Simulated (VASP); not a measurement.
# Ti (I4/mmm) in VASP: further runs, part 2 of 2

VASP 6.6.1. Earlier steps stand in the parts before.

## 3. Single point, r2SCAN (strain +0.080 along x and y, -0.040 along z)

POSCAR reads:

```
Ti
1.0
   -1.7722800000      1.7722800000      1.5753600000
    1.7722800000     -1.7722800000      1.5753600000
    1.7722800000      1.7722800000     -1.5753600000
Ti
1
Direct
    0.0000000000      0.0000000000      0.0000000000
```

INCAR.step1 reads:

```
ALGO     = Normal         # electronic algorithm
EDIFF    = 1E-4           # SCF threshold, eV
ENCUT    = 520            # plane-wave cutoff, eV
GGA      = PE             # functional
ISMEAR   = 0              # smearing method
LASPH    = True           # aspherical terms in the spheres
LCHARG   = False          # write CHGCAR
LREAL    = False          # projectors in reciprocal space
LWAVE    = True           # write WAVECAR
NBANDS   = 12             # bands
NELM     = 60             # most SCF steps
PREC     = Accurate       # precision mode
SIGMA    = 0.15           # smearing width, eV
```

INCAR.step2 reads:

```
ALGO     = Normal         # electronic algorithm
EDIFF    = 1E-7           # SCF threshold, eV
ENCUT    = 520            # plane-wave cutoff, eV
ISIF     = 2              # what is computed and relaxed
ISMEAR   = 0              # smearing method
ISTART   = 1            
LASPH    = True           # aspherical terms in the spheres
LCHARG   = False          # write CHGCAR
LMIXTAU  = True         
LREAL    = False          # projectors in reciprocal space
LWAVE    = False          # write WAVECAR
METAGGA  = R2SCAN         # meta-GGA
NBANDS   = 12             # bands
NELM     = 60             # most SCF steps
PREC     = Accurate       # precision mode
SIGMA    = 0.15           # smearing width, eV
```

KPOINTS reads:

```
k-points
0
Gamma
  20 20 20
```

Potentials or basis: VASP PAW PBE potentials, release 64 (Ti_sv).

Run with:

```console
$ cat potpaw_PBE.64/Ti_sv/POTCAR > POTCAR
$ cp INCAR.step1 INCAR
$ mpirun -np 1 vasp_std > vasp.out
$ cp INCAR.step2 INCAR
$ mpirun -np 1 vasp_std > vasp.out
```

OUTCAR:

```text
EDIFF = 1E-7
   ENCUT = 520
   ISIF = 2
   ISMEAR = 0
   ISTART = 1
   LASPH = True
   LREAL = False
   METAGGA = R2SCAN
   NELM = 60
   PREC = Accurate

 ion  position               nearest neighbor table
   1  0.000  0.000  0.000-

  LATTYP: Found a body centered tetragonal cell.
 ALAT       =     3.5445600000
 C/A-ratio  =     0.8888888889

  Lattice vectors:

 A1 = (  -1.7722800000,   1.7722800000,   1.5753600000)
 A2 = (   1.7722800000,  -1.7722800000,   1.5753600000)
 A3 = (   1.7722800000,   1.7722800000,  -1.5753600000)

Analysis of symmetry for initial positions (statically):
=====================================================================
 Subroutine PRICEL returns:
 Original cell was already a primitive cell.

 Routine SETGRP: Setting up the symmetry group for a
 body centered tetragonal supercell.

 Subroutine GETGRP returns: Found 16 space group operations
 (whereof 16 operations were pure point group operations)
 out of a pool of 16 trial point group operations.

The static configuration has the point symmetry D_4h.

[... 160 lines left out ...]

 val. band max:        6.8314397409   @ k =   0.2000   0.1500   0.0000
 cond. band min:       6.8338432917   @ k =  -0.1500   0.3500   0.1000
 fundamental gap:      0.0024035508
 Fermi energy:         6.8319871248

 k-point     1 :       0.0000    0.0000    0.0000
  band No.  band energies     occupation
      1     -52.3895      2.00000
      2     -27.3125      2.00000
      3     -27.3124      2.00000
      4     -27.3069      2.00000
      5       0.7739      2.00000
      6       7.3024      0.00001
      7       8.1650      0.00000
      8       8.1650      0.00000
      9       8.7697      0.00000
     10       9.7346      0.00000
     11      23.2783      0.00000
     12      23.2783      0.00000
[... 331 lines left out ...]
 k-point    24 :      -0.3500    0.0500    0.0000
  band No.  band energies     occupation
      1     -52.3278      2.00000
      2     -27.6402      2.00000
      3     -27.4236      2.00000
      4     -27.3338      2.00000
      5       3.6214      2.00000
      6       6.6594      1.89640
      7       7.1486      0.00284
      8       9.3854      0.00000
      9       9.4475      0.00000
     10       9.7302      0.00000
     11      18.1215      0.00000
     12      20.5406      0.00000

 [... further k-points ...]
[... 5 lines left out ...]
  --------------------------------------------------------------------------------------
  -------------------------------------------------------------------------------------
  Total       -1.4538094     -1.4538094     -1.4907523      0.0000000     -0.0000000      0.0000000
  in kB     -117.6829595   -117.6829595   -120.6734094      0.0000000     -0.0000000      0.0000000
  external PRESSURE =    -118.6797761 kB  Pullay stress =       0.0000000 kB

 VOLUME and BASIS-vectors are now :
 -----------------------------------------------------------------------------
  energy-cutoff  :      520.00
  volume of cell :       19.79
      direct lattice vectors                 reciprocal lattice vectors
    -1.772280000  1.772280000  1.575360000     0.000000000  0.282122464  0.317387772
     1.772280000 -1.772280000  1.575360000     0.282122464  0.000000000  0.317387772
     1.772280000  1.772280000 -1.575360000     0.282122464  0.282122464  0.000000000

 POSITION                                       TOTAL-FORCE (eV/Angst)
 -----------------------------------------------------------------------------------
      0.00000      0.00000      0.00000         0.000000      0.000000      0.000000
 -----------------------------------------------------------------------------------
    total drift:                                0.000000      0.000000      0.000000

  FREE ENERGIE OF THE ION-ELECTRON SYSTEM (eV)
  ---------------------------------------------------
  free  energy   TOTEN  =       -12.7377106512 eV

  energy  without entropy=      -12.7117834986  energy(sigma->0) =      -12.72474707
```

OUTCAR.step1:

```text
EDIFF = 1E-4
   ENCUT = 520
   GGA = PE
   ISMEAR = 0
   LASPH = True
   LREAL = False
[... 576 lines left out ...]

 POSITION                                       TOTAL-FORCE (eV/Angst)
 -----------------------------------------------------------------------------------
      0.00000      0.00000      0.00000         0.000000      0.000000      0.000000
 -----------------------------------------------------------------------------------
    total drift:                                0.000000      0.000000      0.000000

  FREE ENERGIE OF THE ION-ELECTRON SYSTEM (eV)
  ---------------------------------------------------
  free  energy   TOTEN  =        -7.6490257225 eV

  energy  without entropy=       -7.6203027125  energy(sigma->0) =       -7.63466422
```

OSZICAR.step1:

```text
N       E                     dE             d eps       ncg     rms          rms(c)
DAV:   1     0.870435567354E+02    0.87044E+02   -0.65441E+03 15408   0.117E+03
DAV:   2    -0.435821081396E+01   -0.91402E+02   -0.89142E+02 15760   0.294E+02
DAV:   3    -0.878646649357E+01   -0.44283E+01   -0.43734E+01 21940   0.656E+01
DAV:   4    -0.888073166725E+01   -0.94265E-01   -0.94134E-01 17168   0.858E+00
DAV:   5    -0.888314072242E+01   -0.24091E-02   -0.24090E-02 18636   0.124E+00    0.754E+00
DAV:   6    -0.765003291361E+01    0.12331E+01   -0.28417E+00 16560   0.238E+01    0.183E+00
DAV:   7    -0.764434455088E+01    0.56884E-02   -0.67530E-02 17908   0.258E+00    0.115E+00
DAV:   8    -0.764856788726E+01   -0.42233E-02   -0.28606E-02 16340   0.209E+00    0.103E-01
DAV:   9    -0.764901567016E+01   -0.44778E-03   -0.17851E-03 18956   0.450E-01    0.613E-02
DAV:  10    -0.764902572251E+01   -0.10052E-04   -0.22283E-04 16260   0.162E-01
   1 F= -.76490257E+01 E0= -.76346642E+01  d E =-.287230E-01
```

It took 3.4 min on 1 thread of Intel Xeon 6975P-C (Granite Rapids), shared host; peak memory 0.27 GiB.

Results:

```
Free energy            : -12.7377 eV
Pressure               : -11.9 GPa
Band gap on the k mesh : zero (bands 6 and 7 overlap by 1.48 eV)
```

Stress tensor (GPa, compression positive):
```
-11.77   0.00   0.00
  0.00 -11.77   0.00
  0.00   0.00 -12.07
```

Levels at points of the mesh, in eV from the Fermi level:
```csv
k point,band 3,band 4,band 5,band 6,band 7,band 8,band 9,band 10
"(0.00, 0.00, 0.00)",-34.14,-34.14,-6.06,0.47,1.33,1.33,1.94,2.90
"(0.50, 0.00, 0.00)",-34.29,-34.17,-2.24,-0.52,0.92,2.48,3.18,3.74
"(0.50, 0.50, 0.00)",-34.25,-34.13,-2.37,0.14,0.45,1.85,2.59,3.72
"(0.50, 0.50, 0.50)",-34.48,-34.38,-1.94,-1.75,3.46,3.46,3.56,6.62
```

Caveat: the cell differs from its parent crystal (strain +0.080 along x and y, -0.040 along z); the cell stands under tension; the PAW data sets were made with another functional, which shifts forces and pressure a little.
